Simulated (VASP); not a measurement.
A run of VASP 6.6.1 is set up as follows.

The input INCAR:

```
PREC     = Accurate       # precision mode
ENCUT    = 600            # plane-wave cutoff, eV
EDIFF    = 1E-6           # SCF threshold, eV
ISMEAR   = 0              # smearing method
SIGMA    = 0.05           # smearing width, eV
LREAL    = F              # projectors in reciprocal space
LASPH    = T              # aspherical terms in the spheres
NELM     = 200            # most SCF steps
ALGO     = Normal         # electronic algorithm
ISIF     = 2              # what is computed and relaxed
LWAVE    = F              # write WAVECAR
LCHARG   = F              # write CHGCAR
ISPIN    = 2              # spin polarisation
MAGMOM   = 7.43 0         # initial moments
LORBIT   = 11             # projections on sites
LMAXMIX  = 6              # l up to which the mixer works
LDAU     = T              # DFT+U
LDAUTYPE = 2            
LDAUL    = 3 -1           # shell
LDAUU    = 6 0            # U, eV
LDAUJ    = 0 0          
LDAUPRINT= 1            
GGA      = CA             # functional
NBANDS   = 22             # bands
GGA_COMPAT= F
```

KPOINTS

```
regular mesh
0
Gamma
  8 8 8
```

POSCAR

```
EuO
1.0
    0.0000000000      2.5719519658      2.5719519658
    2.5719519658      0.0000000000      2.5719519658
    2.5719519658      2.5719519658      0.0000000000
Eu O
1 1
Direct
    0.5000000000      0.5000000000      0.5000000000
    0.0000000000      0.0000000000      0.0000000000
```

Potentials or basis: VASP PAW PBE potentials, release 64 (Eu, O).

Run with:

```sh
$ cat potpaw_PBE.64/Eu/POTCAR potpaw_PBE.64/O/POTCAR > POTCAR
$ mpirun -np 1 vasp_std > vasp.out
```

Question: What does it give for the pressure?

Answer: -7.2 GPa.

Question: Predict the band gap on the k mesh.

Answer: Zero (filled and empty bands overlap).

Question: Estimate the net moment.

Answer: 7.00 μB per cell.

Eigenvalues of the final occupation matrices:
```tsv
site	spin	trace	eigenvalues
site 1 f	1	6.79	0.96 0.97 0.97 0.97 0.97 0.97 0.97
site 1 f	2	0.02	0.00 0.00 0.00 0.00 0.00 0.00 0.00
```

Caveat: the cell stands under tension; the PAW data sets were made with another functional, which shifts forces and pressure a little; spin-orbit coupling is left out, which moves the levels of the heavy elements; a cell with one magnetic atom can't hold antiferromagnetic order, which such compounds often take. The state reached can hang on the start; a lower one may exist.
